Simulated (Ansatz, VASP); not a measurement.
**Two plane-wave programs on SrCl2**

```
Sr Cl
1.0
     0.00000    3.59382    3.53668
     3.59382    0.00000    3.53668
     3.59382    3.59382    0.00000
Sr Cl
1 2
Direct
  0.00000 0.00000 0.00000
  0.25000 0.25000 0.25000
  0.75000 0.75000 0.75000
```

Alike in both runs: task single point; functional PBE; k mesh 6 × 6 × 6; occupations gaussian, width 0.05 eV; no spin polarisation.

```csv
,VASP,Ansatz
version,VASP 6.6.1,Ansatz 0.2.0
potentials or method,"VASP PAW PBE potentials, release 64 (Sr_sv, Cl), cutoff 520 eV","scalar-relativistic, plane waves, PAW"
valence electrons in the cell,24,24
```

VASP gave:

```
gap on the k mesh at the Fermi level (eV)                     : 4.99
least direct gap on the mesh (eV)                             : 5.29
pressure (GPa)                                                : -1.3
traceless stress, the component that is largest in VASP (GPa) : 0.50
```

What did Ansatz give for the same quantities?

gap on the k mesh at the Fermi level (eV): 5.00; least direct gap on the mesh (eV): 5.29; pressure (GPa): -1.4; traceless stress, the component that is largest in VASP (GPa): 0.50.
